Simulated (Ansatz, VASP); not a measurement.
# ZnS: VASP beside Ansatz

```xyz
4
Lattice="3.8110 0.0000 0.0000 -1.9055 3.3004 0.0000 0.0000 0.0000 6.2340" Properties=species:S:1:pos:R:3 pbc="T T T"
Zn    0.0530    2.2533    0.0000
Zn    1.8525    1.0471    3.1170
S    -0.0445    2.1558    2.4001
S     1.9500    1.1446    5.5171
```

Change from the starting cell: mode 4 (77.2 1/cm) frozen in, largest displacement -0.075 Å.

Alike in both runs: task single point; functional r2SCAN; k mesh 6 × 6 × 4; occupations gaussian, width 0.05 eV; no spin polarisation.

|  | VASP | Ansatz |
| --- | --- | --- |
| version | VASP 6.6.1 | Ansatz 0.2.0 |
| potentials or method | VASP PAW PBE potentials, release 64 (Zn, S), cutoff 520 eV | scalar-relativistic, plane waves, PAW |
| valence electrons in the cell | 36 | 36 |

```tsv
	VASP	Ansatz	Ansatz less VASP
gap on the k mesh at the Fermi level (eV)	2.80	2.79	-0.009
least direct gap on the mesh (eV)	2.80	2.79	-0.009
pressure (GPa)	0.2	0.1	-0.07
traceless stress, the component that is largest in VASP (GPa)	-1.33	-1.32	+0.012
rms of the force components (eV/Å)	0.196	0.194	-0.0019
```

VASP's potentials were made for PBE, not for r2SCAN. Atom by atom the forces differ by 0.007 eV/Å (rms over components).
